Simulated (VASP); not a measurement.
Wanted: the native input for a VASP 6.6.1 run.

| Item | Value |
| --- | --- |
| Task | single point |
| Functional | PBE |
| Potentials or basis | VASP PAW PBE potentials, release 64 (La, As_d, Lu) |
| Cutoff | 510 eV |
| k mesh | 6 × 6 × 4 |
| Occupations | fermi-dirac, width 0.02 eV |
| Spin | no spin polarisation |
| Dipole correction | no |
| Further INCAR settings | ALGO = Normal; EDIFF = 1e-06; NBANDS = 41 |

The structure of LaLuAs2 lies in POSCAR:

```
LaLuAs2
1.0
    4.2706820446      0.0000000000      0.0000000000
    0.0000000000      4.2706820446      0.0000000000
    0.0000000000      0.0000000000      6.0133598941
La As Lu
1 2 1
Direct
    0.0000000000      0.0000000000      0.0000000000
    0.0000000000      0.0000000000      0.5000000000
    0.5000000000      0.5000000000      0.0000000000
    0.5000000000      0.5000000000      0.5000000000
```

These files were run (other wordings do the same):

INCAR

```
  ALGO = Normal
  EDIFF = 1E-6
  ENCUT = 510
  GGA = PE
  GGA_COMPAT = False
  ISIF = 2
  ISMEAR = -1
  LASPH = True
  LCHARG = False
  LMAXMIX = 6
  LREAL = False
  LWAVE = False
  NBANDS = 41
  NELM = 200
  PREC = Accurate
  SIGMA = 0.02
```

KPOINTS

```
k-points
0
Gamma
  6 6 4
```

Potentials or basis: VASP PAW PBE potentials, release 64 (La, As_d, Lu).

The run is started by

```sh
$ cat potpaw_PBE.64/La/POTCAR potpaw_PBE.64/As_d/POTCAR potpaw_PBE.64/Lu/POTCAR > POTCAR
$ mpirun -np 1 vasp_std > vasp.out
```

It gave:

```json
{
 "Pressure": "-1.9 GPa",
 "Band gap on the k mesh": "zero (bands 33 and 34 overlap by 0.37 eV)"
}
```

Caveat: semilocal functionals underestimate gaps, and a narrow one can read as zero; spin-orbit coupling is left out, which moves the levels of the heavy elements.

Wall time 60 s on 1 thread of AMD EPYC 9R45 96-Core Processor (Zen 5) (shared host), peak memory 0.28 GiB.
